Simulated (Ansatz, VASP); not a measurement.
# One calculation of Te, two programs

```
Te
1.0
     3.29454    0.00000    0.00000
     0.00000    3.29454    0.00000
     0.00000    0.00000    3.29454
Te
1
Direct
  0.00000 0.00000 0.00000
```

Alike in both runs: functional BLYP; k mesh 10 × 10 × 10; occupations fermi-dirac, width 0.1 eV; no spin polarisation.

Ansatz relaxed the structure, and its values are those at the end. VASP's run is a single point on that final structure, the one shown.

```csv
,VASP,Ansatz
version,VASP 6.6.1,Ansatz 0.2.0
potentials or method,"VASP PAW PBE potentials, release 64 (Te), cutoff 520 eV","plane waves (420 eV) with PAW, scalar-relativistic"
valence electrons in the cell,6,16
```

VASP gave:

```
pressure (GPa) : 0.1
```

Question: Which values does Ansatz return?

Answer: Pressure (GPa): 0.0.

VASP's potentials were made for PBE, not for BLYP. With one functional, cell and mesh, what is left measures potentials, basis and numerics. VASP's potentials hold 6 valence electrons a cell and Ansatz's 16, so a difference there can come from the potentials and not from the codes.

Spin-orbit coupling is off throughout.
